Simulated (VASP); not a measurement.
# BaTe (Fm-3m) in VASP: single point with PBEsol

Aim: the single point of BaTe with PBEsol.

All numbers are computed with VASP 6.6.1; they aren't measurements. Logs are shortened: lines on timing, memory, paths and dates and some standing lists are left out, and cuts for length are marked.

**1. The cell of the first run**

Symmetry: Fm-3m, No. 225, cubic system. Conventional cell: a = 6.645 Å, b = 6.645 Å, c = 6.645 Å, α = 90.00°, β = 90.00°, γ = 90.00°. Within 4.4 Å of Ba (site symmetry m-3m) lie 6 Te at 3.32 Å. Within 4.4 Å of Te (site symmetry m-3m) lie 6 Ba at 3.32 Å.

**2. Single point, PBEsol (S replaced by Te, lengths x 1.062, strained)**

INCAR

```
SYSTEM = BaTe
PREC     = Accurate       ! precision mode
ENCUT    = 500            ! plane-wave cutoff, eV
EDIFF    = 1E-6           ! SCF threshold, eV
ISMEAR   = 0              ! smearing method
SIGMA    = 0.1            ! smearing width, eV
LREAL    = .FALSE.        ! projectors in reciprocal space
LASPH    = .TRUE.         ! aspherical terms in the spheres
NELM     = 120            ! most SCF steps
ALGO     = Normal         ! electronic algorithm
ISIF     = 2              ! what is computed and relaxed
LWAVE    = .FALSE.        ! write WAVECAR
LCHARG   = .FALSE.        ! write CHGCAR
GGA      = PS             ! functional
NBANDS   = 15             ! bands
GGA_COMPAT= .FALSE.
```

KPOINTS

```
regular mesh
0
G
  6 6 6
  0 0 0
```

POSCAR

```
BaTe
1.0
    0.0000000000      3.3225186066      3.3225186066
    3.3225186066      0.0000000000      3.3225186066
    3.3225186066      3.3225186066      0.0000000000
Ba Te
1 1
Direct
    0.0000000000      0.0000000000      0.0000000000
    0.5000000000      0.5000000000      0.5000000000
```

Potentials or basis: VASP PAW PBE potentials, release 64 (Ba_sv, Te).

On the command line:

```console
cat potpaw_PBE.64/Ba_sv/POTCAR potpaw_PBE.64/Te/POTCAR > POTCAR
mpirun -np 1 vasp_std > vasp.out
```

OUTCAR:

```text
SYSTEM = BaTe
   PREC = Accurate
   ENCUT = 500
   EDIFF = 1E-6
   ISMEAR = 0
   LREAL = .FALSE.
   LASPH = .TRUE.
   NELM = 120
   ISIF = 2
   GGA = PS

 ion  position               nearest neighbor table
   1  0.000  0.000  0.000-   2 3.32   2 3.32   2 3.32   2 3.32   2 3.32   2 3.32
   2  0.500  0.500  0.500-   1 3.32   1 3.32   1 3.32   1 3.32   1 3.32   1 3.32

  LATTYP: Found a face centered cubic cell.
 ALAT       =     6.6450372132

  Lattice vectors:

 A1 = (   0.0000000000,   3.3225186066,   3.3225186066)
 A2 = (   3.3225186066,   0.0000000000,   3.3225186066)
 A3 = (   3.3225186066,   3.3225186066,   0.0000000000)

Analysis of symmetry for initial positions (statically):
=====================================================================
 Subroutine PRICEL returns:
 Original cell was already a primitive cell.

 Routine SETGRP: Setting up the symmetry group for a
 face centered cubic supercell.

 Subroutine GETGRP returns: Found 48 space group operations
 (whereof 48 operations were pure point group operations)
 out of a pool of 48 trial point group operations.

The static configuration has the point symmetry O_h .

Analysis of symmetry for dynamics (positions and initial velocities):
=====================================================================
 Subroutine PRICEL returns:
 Original cell was already a primitive cell.

 Routine SETGRP: Setting up the symmetry group for a
 face centered cubic supercell.

 Subroutine GETGRP returns: Found 48 space group operations
 (whereof 48 operations were pure point group operations)
 out of a pool of 48 trial point group operations.

The dynamic configuration has the point symmetry O_h .

 Subroutine INISYM returns: Found 48 space group operations
 (whereof 48 operations are pure point group operations),
 and found     1 'primitive' translations

----------------------------------------------------------------------------------------

                                     Primitive cell

  volume of cell :      73.3554

  direct lattice vectors                    reciprocal lattice vectors
     0.000000000  3.322518607  3.322518607    -0.150488247  0.150488247  0.150488247
     3.322518607  0.000000000  3.322518607     0.150488247 -0.150488247  0.150488247
     3.322518607  3.322518607  0.000000000     0.150488247  0.150488247 -0.150488247

  length of vectors
     4.698750875  4.698750875  4.698750875     0.260653289  0.260653289  0.260653289

  position of ions in fractional coordinates (direct lattice)
     0.000000000  0.000000000  0.000000000
     0.500000000  0.500000000  0.500000000

  ion indices of the primitive-cell ions
   primitive index   ion index
                 1           1
                 2           2

----------------------------------------------------------------------------------------

 KPOINTS: regular mesh

Automatic generation of k-mesh.
 Grid dimensions read from file:
 generate k-points for:    6    6    6

 Generating k-lattice:

  Cartesian coordinates                     Fractional coordinates (reciprocal lattice)
    -0.025081374  0.025081374  0.025081374     0.166666667  0.000000000  0.000000000
     0.025081374 -0.025081374  0.025081374     0.000000000  0.166666667  0.000000000
     0.025081374  0.025081374 -0.025081374     0.000000000  0.000000000  0.166666667

  Length of vectors
     0.043442215  0.043442215  0.043442215

  Shift w.r.t. Gamma in fractional coordinates (k-lattice)
     0.000000000  0.000000000  0.000000000

 Subroutine IBZKPT returns following result:
 ===========================================

 Found     16 irreducible k-points:

 Following reciprocal coordinates:
            Coordinates               Weight
  0.000000  0.000000  0.000000      1.000000
  0.166667  0.000000  0.000000      8.000000
  0.333333  0.000000  0.000000      8.000000
  0.500000  0.000000  0.000000      4.000000
  0.166667  0.166667  0.000000      6.000000
  0.333333  0.166667  0.000000     24.000000
[... 8 lines left out ...]
 -0.333333  0.333333  0.166667     24.000000
 -0.333333  0.500000  0.166667     12.000000
   k-points           NKPTS =     16   k-points in BZ     NKDIM =     16   number of bands    NBANDS=     15
   number of dos      NEDOS =    301   number of ions     NIONS =      2
   total plane-waves  NPLWV =  46656
   dimension x,y,z NGX =    36 NGY =   36 NGZ =   36
   dimension x,y,z NGXF=    72 NGYF=   72 NGZF=   72
   ions per type =               1   1
   NGX,Y,Z   is equivalent  to a cutoff of  12.74, 12.74, 12.74 a.u.
   NGXF,Y,Z  is equivalent  to a cutoff of  25.47, 25.47, 25.47 a.u.
 SYSTEM =  BaTe
   PREC   = accura    normal or accurate (medium, high low for compatibility)
   ISTART =      0    job   : 0-new  1-cont  2-samecut
   ICHARG =      2    charge: 1-file 2-atom 10-const
   ISPIN  =      1    spin polarized calculation?
   LNONCOLLINEAR =      F non collinear calculations
   LSORBIT =      F    spin-orbit coupling
   LASPH  =      T    aspherical Exc in radial PAW
   ENCUT  =  500.0 eV  36.75 Ry    6.06 a.u.   8.57  8.57  8.57*2*pi/ulx,y,z
   NELM   =    120;   NELMIN=  2; NELMDL= -5     # of ELM steps
   EDIFF  = 0.1E-05   stopping-criterion for ELM
   LREAL  =      F    real-space projection
   EDIFFG = 0.1E-04   stopping-criterion for IOM
   NSW    =      0    number of steps for IOM
   IBRION =     -1    ionic relax: 0-MD 1-quasi-New 2-CG
   NFREE  =      0    steps in history (QN), initial steepest desc. (CG)
   ISIF   =      2    stress and relaxation
   ISYM   =      2    0-nonsym 1-usesym 2-fastsym
   POTIM  = 0.5000    time-step for ionic-motion
   TEBEG  =    0.0;   TEEND  =   0.0 temperature during run
   PSTRESS=    0.0 pullay stress
   NELECT =      16.0000    total number of electrons
   NUPDOWN=      -1.0000    fix difference up-down
   EMIN   =  10.00;   EMAX   =-10.00  energy-range for DOS
   EFERMI =   0.00;   METHOD = LEGACY
   ISMEAR =     0;   SIGMA  =   0.10  broadening in eV -4-tet -1-fermi 0-gaus
   EFERMI_NEDOS =   21; number of points for ismear=-14 and -15
   IALGO  =     38    algorithm
   IMIX   =      4    mixing-type and parameters
     AMIX     =   0.40;   BMIX     =  1.00
     AMIX_MAG =   1.60;   BMIX_MAG =  1.00
  volume/ion in A,a.u.               =      36.68       247.51
  Fermi-wavevector in a.u.,A,eV,Ry     =   0.985456  1.862243 13.212948  0.971124
  Thomas-Fermi vector in A             =   2.116765
   LORBIT       =      0    0 simple, 1 ext, 2 COOP (PROOUT), +10 PAW based schemes
   GGA     = PS    functional components
   LHFCALC =     F    Hartree Fock is set to
   AEXX    =    0.0000 exact exchange contribution
   IVDW    =     0    specifies the selected vdW correction
   LEPSILON=     F    determine dielectric tensor
   LRPA    =     F    only Hartree local field effects (RPA)
 non-spin polarized calculation
 Gauss-broadening in eV      SIGMA  =   0.10
  energy-cutoff  :      500.00
  volume of cell :       73.36
 maximum number of plane-waves:      1892
 NGX is ok and might be reduce to    36
   NGX = 17   NGY = 17   NGZ = 17

 number of electron      16.0000000 magnetization

 Free energy of the ion-electron system (eV)
  ---------------------------------------------------
  ext. energy  EPLUGINS =         0.00000000
  ---------------------------------------------------
  free energy    TOTEN  =        -8.99868146 eV

  energy without entropy =       -8.99868146  energy(sigma->0) =       -8.99868146

 E-fermi :   3.7627     XC(G=0):  -9.0539

 val. band max:        3.2390848003   @ k =   0.0000   0.0000   0.0000
 cond. band min:       4.2457832933   @ k =   0.5000   0.5000   0.0000
 fundamental gap:      1.0066984930
 Fermi energy:         3.7626973868

 k-point     1 :       0.0000    0.0000    0.0000
  band No.  band energies     occupation
      1     -23.3993      2.00000
      2      -8.5797      2.00000
      3      -8.5797      2.00000
      4      -8.5797      2.00000
      5      -6.7299      2.00000
      6       3.2391      2.00000
      7       3.2391      2.00000
      8       3.2391      2.00000
      9       5.9391      0.00000
     10       5.9391      0.00000
     11       5.9391      0.00000
     12       6.6442      0.00000
     13       6.7709      0.00000
     14       6.7709      0.00000
     15      10.0315      0.00000

 k-point     2 :       0.1667    0.0000    0.0000
  band No.  band energies     occupation
      1     -23.3913      2.00000
      2      -8.8711      2.00000
      3      -8.5837      2.00000
      4      -8.5837      2.00000
      5      -6.3386      2.00000
      6       2.2523      2.00000
      7       2.7045      2.00000
      8       2.7045      2.00000
      9       6.0595      0.00000
     10       6.3452      0.00000
     11       6.3452      0.00000
     12       7.7571      0.00000
     13       7.7571      0.00000
     14       7.8334      0.00000
     15      11.0638      0.00000

 k-point     3 :       0.3333    0.0000    0.0000
  band No.  band energies     occupation
      1     -23.3752      2.00000
      2      -9.2834      2.00000
      3      -8.5915      2.00000
      4      -8.5915      2.00000
      5      -5.6995      2.00000
      6       0.9900      2.00000
      7       1.9983      2.00000
      8       1.9983      2.00000
      9       6.5786      0.00000
     10       7.3880      0.00000
     11       7.3880      0.00000
     12       9.2067      0.00000
     13       9.8000      0.00000
     14       9.8000      0.00000
     15      12.1421      0.00000
[... 199 lines left out ...]
 k-point    15 :      -0.3333    0.3333    0.1667
  band No.  band energies     occupation
      1     -23.3593      2.00000
      2      -9.1513      2.00000
      3      -8.8001      2.00000
      4      -8.7070      2.00000
      5      -5.8866      2.00000
      6       1.3046      2.00000
      7       2.0732      2.00000
      8       2.0939      2.00000
      9       6.7677      0.00000
     10       6.9005      0.00000
     11       9.0066      0.00000
     12       9.1875      0.00000
     13       9.2672      0.00000
     14      11.1034      0.00000
     15      12.2980      0.00000

 k-point    16 :      -0.3333    0.5000    0.1667
  band No.  band energies     occupation
      1     -23.3567      2.00000
      2      -8.9255      2.00000
      3      -8.8839      2.00000
      4      -8.8030      2.00000
      5      -6.1544      2.00000
      6       1.8858      2.00000
      7       2.1113      2.00000
      8       2.3860      2.00000
      9       5.5533      0.00000
     10       7.9221      0.00000
     11       8.3311      0.00000
     12       9.1464      0.00000
     13       9.4835      0.00000
     14      10.5954      0.00000
     15      11.9860      0.00000

------------------------ aborting loop because EDIFF is reached ----------------------------------------

  FORCE on cell =-STRESS in cart. coord.  units (eV):
  Direction    XX          YY          ZZ          XY          YZ          ZX
  --------------------------------------------------------------------------------------
  -------------------------------------------------------------------------------------
  Total        2.8514264      2.8514264      2.8514264      0.0000000     -0.0000000     -0.0000000
  in kB       62.2788355     62.2788355     62.2788355      0.0000000     -0.0000000     -0.0000000
  external PRESSURE =      62.2788355 kB  Pullay stress =       0.0000000 kB

 VOLUME and BASIS-vectors are now :
 -----------------------------------------------------------------------------
  energy-cutoff  :      500.00
  volume of cell :       73.36
      direct lattice vectors                 reciprocal lattice vectors
     0.000000000  3.322518607  3.322518607    -0.150488247  0.150488247  0.150488247
     3.322518607  0.000000000  3.322518607     0.150488247 -0.150488247  0.150488247
     3.322518607  3.322518607  0.000000000     0.150488247  0.150488247 -0.150488247

 POSITION                                       TOTAL-FORCE (eV/Angst)
 -----------------------------------------------------------------------------------
      0.00000      0.00000      0.00000         0.000000     -0.000000     -0.000000
      3.32252      3.32252      3.32252        -0.000000      0.000000      0.000000
 -----------------------------------------------------------------------------------
    total drift:                                0.000000      0.000000      0.000000

  FREE ENERGIE OF THE ION-ELECTRON SYSTEM (eV)
  ---------------------------------------------------
  free  energy   TOTEN  =        -8.9986814593 eV

  energy  without entropy=       -8.9986814593  energy(sigma->0) =       -8.99868146
```

It took 40 s on 1 thread of AMD EPYC, shared host; peak memory 0.18 GiB.

Results:

```
Free energy            : -8.9987 eV
Pressure               : 6.2 GPa
Band gap on the k mesh : 1.01 eV (least direct gap 1.37 eV)
```

Caveat: the cell differs from its parent crystal (S replaced by Te, lengths x 1.062, strained); the cell stands under pressure; the PAW data sets were made with another functional, which shifts forces and pressure a little; spin-orbit coupling is left out, which moves the levels of the heavy elements. A k mesh can miss the band edges.
